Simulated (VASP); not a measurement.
# CdS (P6_3mc) in VASP: further runs

Runs on CdS. Level: PBE. Tasks: single point.

Program: VASP 6.6.1. These are calculated values, not measurements. Logs are shortened: lines on timing, memory, paths and dates and some standing lists are left out, and cuts for length are marked.

### Step 1. The cell of the first run

Symmetry: P6_3mc, No. 186, hexagonal system. Conventional cell: a = 4.165 Å, b = 4.165 Å, c = 6.766 Å, α = 90.00°, β = 90.00°, γ = 120.00°. Cd (site symmetry 3m) has 4 S at 2.54 to 2.55 Å within 3.4 Å. Within 3.4 Å of S (site symmetry 3m) lie 4 Cd at 2.54 to 2.55 Å.

### Step 2. Single point, PBE

The input, INCAR:

```
  PREC = Accurate
  ENCUT = 520
  EDIFF = 1E-6
  ISMEAR = 0
  SIGMA = 0.01
  LREAL = False
  LASPH = True
  NELM = 60
  ALGO = Normal
  ISIF = 2
  LWAVE = False
  LCHARG = True
  GGA = PE
  LELF = True
  LVHAR = True
  NBANDS = 26
```

The input, KPOINTS:

```
Automatic mesh
0
Gamma
  6 6 2
```

The input, POSCAR:

```
CdS
1.0
    4.1646012827      0.0000000000      0.0000000000
   -2.0823006414      3.6066505075      0.0000000000
    0.0000000000      0.0000000000      6.7660104900
Cd S
2 2
Direct
    0.3333333333      0.6666666667     -0.0009631164
    0.6666666667      0.3333333333      0.4990368836
    0.3333333333      0.6666666667      0.3759631164
    0.6666666667      0.3333333333      0.8759631164
```

Potentials or basis: VASP PAW PBE potentials, release 64 (Cd, S).

The run is started by

```
$ cat potpaw_PBE.64/Cd/POTCAR potpaw_PBE.64/S/POTCAR > POTCAR
$ mpirun -np 1 vasp_std > vasp.out
```

OUTCAR:

```text
PREC = Accurate
   ENCUT = 520
   EDIFF = 1E-6
   ISMEAR = 0
   LREAL = False
   LASPH = True
   NELM = 60
   ISIF = 2
   GGA = PE

 ion  position               nearest neighbor table
   1  0.333  0.667  0.999-   4 2.54   4 2.54   4 2.54   3 2.55
   2  0.667  0.333  0.499-   3 2.54   3 2.54   3 2.54   4 2.55
   3  0.333  0.667  0.376-   2 2.54   2 2.54   2 2.54   1 2.55
   4  0.667  0.333  0.876-   1 2.54   1 2.54   1 2.54   2 2.55

  LATTYP: Found a hexagonal cell.
 ALAT       =     4.1646012827
 C/A-ratio  =     1.6246478428

  Lattice vectors:

 A1 = (   4.1646012827,   0.0000000000,   0.0000000000)
 A2 = (  -2.0823006414,   3.6066505075,   0.0000000000)
 A3 = (   0.0000000000,   0.0000000000,   6.7660104900)

Analysis of symmetry for initial positions (statically):
=====================================================================
 Subroutine PRICEL returns:
 Original cell was already a primitive cell.

 Routine SETGRP: Setting up the symmetry group for a
 hexagonal supercell.

 Subroutine GETGRP returns: Found 12 space group operations
 (whereof  6 operations were pure point group operations)
 out of a pool of 24 trial point group operations.

The static configuration has the point symmetry C_3v.
 The point group associated with its full space group is C_6v.

Analysis of symmetry for dynamics (positions and initial velocities):
=====================================================================
 Subroutine PRICEL returns:
 Original cell was already a primitive cell.

 Routine SETGRP: Setting up the symmetry group for a
 hexagonal supercell.

 Subroutine GETGRP returns: Found 12 space group operations
 (whereof  6 operations were pure point group operations)
 out of a pool of 24 trial point group operations.

The dynamic configuration has the point symmetry C_3v.
 The point group associated with its full space group is C_6v.

 Subroutine INISYM returns: Found 12 space group operations
 (whereof  6 operations are pure point group operations),
 and found     1 'primitive' translations

----------------------------------------------------------------------------------------

                                     Primitive cell

  volume of cell :     101.6272

  direct lattice vectors                    reciprocal lattice vectors
     4.164601283  0.000000000  0.000000000     0.240119025  0.138632784  0.000000000
    -2.082300641  3.606650507  0.000000000     0.000000000  0.277265568  0.000000000
     0.000000000  0.000000000  6.766010490     0.000000000  0.000000000  0.147797583

  length of vectors
     4.164601283  4.164601283  6.766010490     0.277265568  0.277265568  0.147797583

  position of ions in fractional coordinates (direct lattice)
     0.333333333  0.666666667  0.999036884
     0.666666667  0.333333333  0.499036884
     0.333333333  0.666666667  0.375963116
     0.666666667  0.333333333  0.875963116

  ion indices of the primitive-cell ions
   primitive index   ion index
                 1           1
                 2           2
                 3           3
                 4           4

----------------------------------------------------------------------------------------

 KPOINTS: Automatic mesh

Automatic generation of k-mesh.
 Grid dimensions read from file:
 generate k-points for:    6    6    2

 Generating k-lattice:

  Cartesian coordinates                     Fractional coordinates (reciprocal lattice)
     0.040019838  0.023105464  0.000000000     0.166666667  0.000000000  0.000000000
     0.000000000  0.046210928  0.000000000     0.000000000  0.166666667  0.000000000
     0.000000000  0.000000000  0.073898792     0.000000000  0.000000000  0.500000000

  Length of vectors
     0.046210928  0.046210928  0.073898792

  Shift w.r.t. Gamma in fractional coordinates (k-lattice)
     0.000000000  0.000000000  0.000000000

 Subroutine IBZKPT returns following result:
 ===========================================

 Found     14 irreducible k-points:

 Following reciprocal coordinates:
            Coordinates               Weight
  0.000000  0.000000  0.000000      1.000000
  0.166667  0.000000  0.000000      6.000000
  0.333333  0.000000  0.000000      6.000000
  0.500000  0.000000  0.000000      3.000000
  0.166667  0.166667  0.000000      6.000000
  0.333333  0.166667  0.000000     12.000000
  0.333333  0.333333  0.000000      2.000000
  0.000000  0.000000  0.500000      1.000000
  0.166667  0.000000  0.500000      6.000000
  0.333333  0.000000  0.500000      6.000000
  0.500000  0.000000  0.500000      3.000000
  0.166667  0.166667  0.500000      6.000000
  0.333333  0.166667  0.500000     12.000000
  0.333333  0.333333  0.500000      2.000000
   k-points           NKPTS =     14   k-points in BZ     NKDIM =     14   number of bands    NBANDS=     26
   number of dos      NEDOS =    301   number of ions     NIONS =      4
   total plane-waves  NPLWV =  51200
   dimension x,y,z NGX =    32 NGY =   32 NGZ =   50
   dimension x,y,z NGXF=    64 NGYF=   64 NGZF=  100
   ions per type =               2   2
   NGX,Y,Z   is equivalent  to a cutoff of  12.77, 12.77, 12.29 a.u.
   NGXF,Y,Z  is equivalent  to a cutoff of  25.55, 25.55, 24.57 a.u.
 SYSTEM =  unknown system
   PREC   = accura    normal or accurate (medium, high low for compatibility)
   ISTART =      0    job   : 0-new  1-cont  2-samecut
   ICHARG =      2    charge: 1-file 2-atom 10-const
   ISPIN  =      1    spin polarized calculation?
   LNONCOLLINEAR =      F non collinear calculations
   LSORBIT =      F    spin-orbit coupling
   LASPH  =      T    aspherical Exc in radial PAW
   ENCUT  =  520.0 eV  38.22 Ry    6.18 a.u.   7.74  7.74 12.58*2*pi/ulx,y,z
   NELM   =     60;   NELMIN=  2; NELMDL= -5     # of ELM steps
   EDIFF  = 0.1E-05   stopping-criterion for ELM
   LREAL  =      F    real-space projection
   EDIFFG = 0.1E-04   stopping-criterion for IOM
   NSW    =      0    number of steps for IOM
   IBRION =     -1    ionic relax: 0-MD 1-quasi-New 2-CG
   NFREE  =      0    steps in history (QN), initial steepest desc. (CG)
   ISIF   =      2    stress and relaxation
   ISYM   =      2    0-nonsym 1-usesym 2-fastsym
   POTIM  = 0.5000    time-step for ionic-motion
   TEBEG  =    0.0;   TEEND  =   0.0 temperature during run
   PSTRESS=    0.0 pullay stress
   NELECT =      36.0000    total number of electrons
   NUPDOWN=      -1.0000    fix difference up-down
   EMIN   =  10.00;   EMAX   =-10.00  energy-range for DOS
   EFERMI =   0.00;   METHOD = LEGACY
   ISMEAR =     0;   SIGMA  =   0.01  broadening in eV -4-tet -1-fermi 0-gaus
   EFERMI_NEDOS =   21; number of points for ismear=-14 and -15
   IALGO  =     38    algorithm
   IMIX   =      4    mixing-type and parameters
     AMIX     =   0.40;   BMIX     =  1.00
     AMIX_MAG =   1.60;   BMIX_MAG =  1.00
  volume/ion in A,a.u.               =      25.41       171.45
  Fermi-wavevector in a.u.,A,eV,Ry     =   1.158348  2.188960 18.255881  1.341769
  Thomas-Fermi vector in A             =   2.294951
   LORBIT       =      0    0 simple, 1 ext, 2 COOP (PROOUT), +10 PAW based schemes
   GGA     = PE    functional components
   LHFCALC =     F    Hartree Fock is set to
   AEXX    =    0.0000 exact exchange contribution
   IVDW    =     0    specifies the selected vdW correction
   LEPSILON=     F    determine dielectric tensor
   LRPA    =     F    only Hartree local field effects (RPA)
 non-spin polarized calculation
 Gauss-broadening in eV      SIGMA  =   0.01
  energy-cutoff  :      520.00
  volume of cell :      101.63
 maximum number of plane-waves:      2786
 NGX is ok and might be reduce to    32
   NGX = 15   NGY = 15   NGZ = 25

 number of electron      35.9999998 magnetization

 Free energy of the ion-electron system (eV)
  ---------------------------------------------------
  ext. energy  EPLUGINS =         0.00000000
  ---------------------------------------------------
  free energy    TOTEN  =       -12.28044551 eV

  energy without entropy =      -12.28044551  energy(sigma->0) =      -12.28044551

 E-fermi :   1.1913     XC(G=0):  -9.0320

 val. band max:        1.1095618445   @ k =   0.0000   0.0000   0.0000
 cond. band min:       2.2844312371   @ k =   0.0000   0.0000   0.0000
 fundamental gap:      1.1748693927
 Fermi energy:         1.1912948189

 k-point     1 :       0.0000    0.0000    0.0000
  band No.  band energies     occupation
      1     -11.1174      2.00000
      2     -10.7068      2.00000
      3      -6.5130      2.00000
      4      -6.5085      2.00000
      5      -6.5085      2.00000
      6      -6.4291      2.00000
[... 18 lines left out ...]
     25       8.6778      0.00000
     26       8.7643      0.00000

 k-point     2 :       0.1667    0.0000    0.0000
  band No.  band energies     occupation
      1     -11.0272      2.00000
      2     -10.6680      2.00000
      3      -6.4840      2.00000
      4      -6.4728      2.00000
      5      -6.4367      2.00000
      6      -6.3831      2.00000
[... 18 lines left out ...]
     25       8.6231      0.00000
     26       9.2424      0.00000

 k-point     3 :       0.3333    0.0000    0.0000
  band No.  band energies     occupation
      1     -10.8323      2.00000
      2     -10.6035      2.00000
      3      -6.4330      2.00000
      4      -6.4180      2.00000
      5      -6.2983      2.00000
      6      -6.2755      2.00000
[... 18 lines left out ...]
     25       9.4376      0.00000
     26       9.8899      0.00000

 k-point     4 :       0.5000    0.0000    0.0000
  band No.  band energies     occupation
      1     -10.7173      2.00000
      2     -10.5886      2.00000
      3      -6.4180      2.00000
      4      -6.4012      2.00000
      5      -6.2271      2.00000
      6      -6.2227      2.00000
[... 18 lines left out ...]
     25       9.4866      0.00000
     26      11.1709      0.00000

 k-point     5 :       0.1667    0.1667    0.0000
  band No.  band energies     occupation
      1     -10.8839      2.00000
      2     -10.6173      2.00000
      3      -6.4400      2.00000
      4      -6.4292      2.00000
      5      -6.3242      2.00000
      6      -6.3218      2.00000
[... 18 lines left out ...]
     25       9.1956      0.00000
     26       9.7365      0.00000

 k-point     6 :       0.3333    0.1667    0.0000
  band No.  band energies     occupation
      1     -10.7187      2.00000
      2     -10.5891      2.00000
      3      -6.4304      2.00000
      4      -6.3738      2.00000
      5      -6.2482      2.00000
      6      -6.2358      2.00000
[... 18 lines left out ...]
     25       9.6203      0.00000
     26      10.1595      0.00000

 k-point     7 :       0.3333    0.3333    0.0000
  band No.  band energies     occupation
      1     -10.6227      2.00000
      2     -10.6227      2.00000
      3      -6.4457      2.00000
      4      -6.2806      2.00000
      5      -6.2806      2.00000
      6      -6.2206      2.00000
[... 18 lines left out ...]
     25       9.7345      0.00000
     26       9.7345      0.00000

 k-point     8 :       0.0000    0.0000    0.5000
  band No.  band energies     occupation
      1     -10.9082      2.00000
      2     -10.9082      2.00000
      3      -6.4751      2.00000
      4      -6.4751      2.00000
      5      -6.4751      2.00000
      6      -6.4751      2.00000
[... 18 lines left out ...]
     25       7.9346      0.00000
     26       7.9346      0.00000

 k-point     9 :       0.1667    0.0000    0.5000
  band No.  band energies     occupation
      1     -10.8419      2.00000
      2     -10.8419      2.00000
      3      -6.4355      2.00000
      4      -6.4355      2.00000
      5      -6.4298      2.00000
      6      -6.4298      2.00000
[... 18 lines left out ...]
     25       8.4255      0.00000
     26       8.4255      0.00000

 k-point    10 :       0.3333    0.0000    0.5000
  band No.  band energies     occupation
      1     -10.7091      2.00000
      2     -10.7091      2.00000
      3      -6.3903      2.00000
      4      -6.3903      2.00000
      5      -6.3455      2.00000
      6      -6.3455      2.00000
[... 18 lines left out ...]
     25       9.2548      0.00000
     26       9.2548      0.00000

 k-point    11 :       0.5000    0.0000    0.5000
  band No.  band energies     occupation
      1     -10.6431      2.00000
      2     -10.6431      2.00000
      3      -6.3870      2.00000
      4      -6.3870      2.00000
      5      -6.3099      2.00000
      6      -6.3099      2.00000
[... 18 lines left out ...]
     25       9.5086      0.00000
     26       9.5086      0.00000

 k-point    12 :       0.1667    0.1667    0.5000
  band No.  band energies     occupation
      1     -10.7425      2.00000
      2     -10.7425      2.00000
      3      -6.3901      2.00000
      4      -6.3901      2.00000
      5      -6.3647      2.00000
      6      -6.3647      2.00000
[... 18 lines left out ...]
     25       9.0964      0.00000
     26       9.0964      0.00000

 k-point    13 :       0.3333    0.1667    0.5000
  band No.  band energies     occupation
      1     -10.6440      2.00000
      2     -10.6440      2.00000
      3      -6.3631      2.00000
      4      -6.3631      2.00000
      5      -6.3185      2.00000
      6      -6.3185      2.00000
[... 18 lines left out ...]
     25       9.5583      0.00000
     26       9.5583      0.00000

 k-point    14 :       0.3333    0.3333    0.5000
  band No.  band energies     occupation
      1     -10.6123      2.00000
      2     -10.6123      2.00000
      3      -6.3337      2.00000
      4      -6.3337      2.00000
      5      -6.3181      2.00000
      6      -6.3181      2.00000
[... 18 lines left out ...]
     25      10.4443      0.00000
     26      10.4443      0.00000

------------------------ aborting loop because EDIFF is reached ----------------------------------------

  FORCE on cell =-STRESS in cart. coord.  units (eV):
  Direction    XX          YY          ZZ          XY          YZ          ZX
  --------------------------------------------------------------------------------------
  -------------------------------------------------------------------------------------
  Total        1.0558393      1.0558393      1.0811765     -0.0000000      0.0000000      0.0000000
  in kB       16.6455538     16.6455538     17.0450002     -0.0000000      0.0000000      0.0000000
  external PRESSURE =      16.7787026 kB  Pullay stress =       0.0000000 kB

 VOLUME and BASIS-vectors are now :
 -----------------------------------------------------------------------------
  energy-cutoff  :      520.00
  volume of cell :      101.63
      direct lattice vectors                 reciprocal lattice vectors
     4.164601283  0.000000000  0.000000000     0.240119025  0.138632784  0.000000000
    -2.082300641  3.606650507  0.000000000     0.000000000  0.277265568  0.000000000
     0.000000000  0.000000000  6.766010490     0.000000000  0.000000000  0.147797583

 POSITION                                       TOTAL-FORCE (eV/Angst)
 -----------------------------------------------------------------------------------
     -0.00000      2.40443      6.75949        -0.000000     -0.000000      0.003328
      2.08230      1.20222      3.37649         0.000000      0.000000      0.003328
     -0.00000      2.40443      2.54377        -0.000000     -0.000000     -0.003328
      2.08230      1.20222      5.92678         0.000000      0.000000     -0.003328
 -----------------------------------------------------------------------------------
    total drift:                               -0.000000     -0.000000     -0.001034

  FREE ENERGIE OF THE ION-ELECTRON SYSTEM (eV)
  ---------------------------------------------------
  free  energy   TOTEN  =       -12.2804455114 eV

  energy  without entropy=      -12.2804455114  energy(sigma->0) =      -12.28044551
```

It took 47 s on 1 thread of Intel Xeon 8259CL, shared host; peak memory 0.22 GiB.

What came out:

- Free energy: -12.2804 eV
- Pressure: 1.7 GPa
- Largest force: 0.003 eV/Å
- Band gap on the k mesh: 1.17 eV

Forces in eV/Å, atoms in the order of the input:
```
Cd   0.000  0.000  0.003
Cd   0.000  0.000  0.003
S    0.000  0.000 -0.003
S    0.000  0.000 -0.003
```

Levels at points of the mesh, in eV from the valence-band top:
| k point | band 15 | band 16 | band 17 | band 18 | band 19 | band 20 | band 21 | band 22 |
| --- | --- | --- | --- | --- | --- | --- | --- | --- |
| (0.00, 0.00, 0.00) | -0.73 | -0.04 | 0.00 | 0.00 | 1.17 | 2.76 | 6.48 | 6.48 |
| (0.50, 0.00, 0.00) | -2.55 | -1.81 | -1.24 | -0.73 | 3.68 | 3.88 | 5.12 | 6.35 |
| (0.00, 0.00, 0.50) | -0.38 | -0.38 | -0.38 | -0.38 | 2.81 | 2.81 | 6.17 | 6.17 |
| (0.50, 0.00, 0.50) | -1.30 | -1.30 | -1.27 | -1.27 | 3.48 | 3.48 | 5.37 | 5.37 |

Caveat: the k points lie up to 0.46 Å⁻¹ apart.

[end of part 1 of 2]
